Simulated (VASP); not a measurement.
Runs of VASP 6.6.1 on Sn. The structure is that of space group P6/mmm (No. 191), or close to it. The cells are those of the table. 

```tsv
task	cell	cutoff (eV)	k mesh for the DOS	occupations for the DOS	gap on the mesh (eV)	pressure (GPa)
single point	a = 5.128, b = 5.128, c = 3.123 Å, angles 90.0, 90.0, 120.0°, 3 atoms	520	-	-	none	(a)
single point	a = 5.306, b = 5.306, c = 3.260 Å, angles 90.0, 90.0, 120.0°, 3 atoms	520	-	-	none	2.7
single point	a = 4.014, b = 4.014, c = 2.398 Å, angles 90.0, 90.0, 120.0°, 3 atoms	520	-	-	none	392.5
relaxation of shape and atoms at fixed volume	relaxed from a = 5.296, b = 5.296, c = 3.272 Å, angles 90.0, 90.0, 120.0°, 3 atoms	600	-	-	none	2.7
single point	a = 5.388, b = 5.388, c = 3.328 Å, angles 90.0, 90.0, 120.0°, 3 atoms	520	-	-	none	0.0
```

Alike in all rows: level PBE; potentials or basis VASP PAW PBE potentials, release 64 (Sn_d); no spin polarisation; k mesh 7 × 7 × 9; smearing fermi-dirac 0.1 eV.

Question: Estimate the missing entries.

Answer: (a) 11.1.

Caveats: spin-orbit coupling is left out, which moves the levels of the heavy elements.

A k mesh can miss the band edges, and the runs leave out spin-orbit coupling on Sn.

A gap of «none» marks levels without a gap at the run's occupations.
